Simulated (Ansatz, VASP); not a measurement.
**SnPtSe3: VASP beside Ansatz**

File INCAR:

```
PREC = Accurate ; ENCUT = 500
EDIFF = 1E-7 ; ISMEAR = 0
SIGMA = 0.1 ; LREAL = F
LASPH = T ; NELM = 120
ALGO = Normal ; ISIF = 3
LWAVE = F ; LCHARG = F
GGA = PE ; IBRION = 2
NSW = 100 ; EDIFFG = -0.01
GGA_COMPAT = F ; NELMIN = 4
```

The input KPOINTS:

```
Automatic mesh
0
Gamma
  8 8 8
```

File POSCAR:

```
SnPtSe3
1.0
    5.0259739500      0.0000000000      0.0000000000
    0.0000000000      5.0259739500      0.0000000000
    0.0000000000      0.0000000000      5.0259739500
Sn Pt Se
1 1 3
Direct
    0.0000000000      0.0000000000      0.0000000000
    0.5000000000      0.5000000000      0.5000000000
    0.5000000000      0.5000000000      0.0000000000
    0.0000000000      0.5000000000      0.5000000000
    0.5000000000      0.0000000000      0.5000000000
```

Input for Ansatz:

```yaml
crystal:
  lattice:
    - [5.02597395, 0.0, 0.0]
    - [0.0, 5.02597395, 0.0]
    - [0.0, 0.0, 5.02597395]
  atoms:
    - { symbol: Sn, position: [0.0, 0.0, 0.0] }
    - { symbol: Pt, position: [0.5, 0.5, 0.5] }
    - { symbol: Se, position: [0.5, 0.5, 0.0] }
    - { symbol: Se, position: [0.0, 0.5, 0.5] }
    - { symbol: Se, position: [0.5, 0.0, 0.5] }
basis:
  ecutwfc: 420
kpoints:
  mp_grid: { grid: [8, 8, 8] }
hamiltonian:
  xc: pbe
scf:
  occupations: { method: gaussian, width: 0.1 }
output:
  forces: true
  stress: true
  eigenvalues: true
relax:
  adjacent_minimum: "off"
  f_tol: 0.01
  max_steps: 80
  cell: { stress_tol: 0.05 }
```

Change from the starting cell: species swapped into the Tb3InN type (Pm-3m, No. 221).

Alike in both runs: task relaxation of cell and atoms; functional PBE; k mesh 8 × 8 × 8; occupations gaussian, width 0.1 eV; no spin polarisation.

|  | VASP | Ansatz |
| --- | --- | --- |
| version | VASP 6.6.1 | Ansatz 0.2.0 |
| potentials or method | VASP PAW PBE potentials, release 64 (Sn_d, Pt, Se), cutoff 500 eV | scalar-relativistic, plane waves, PAW |
| valence electrons in the cell | 42 | 80 |

|  | VASP | Ansatz | Ansatz less VASP |
| --- | --- | --- | --- |
| gap on the k mesh at the Fermi level, each at its own relaxed structure (eV) | none | none | - |
| relaxed volume (Å³/atom) | 25.13 | 25.13 | -0.001 |
| relaxed cell length with the largest relative difference (Å) | 5.009 | 5.009 | 0.0000 |

A gap of «none» marks a metal or a gap that the smearing closes. VASP's potentials hold 42 valence electrons a cell and Ansatz's 80, so a difference there can come from the potentials and not from the codes.

Neither program's run includes spin-orbit coupling.
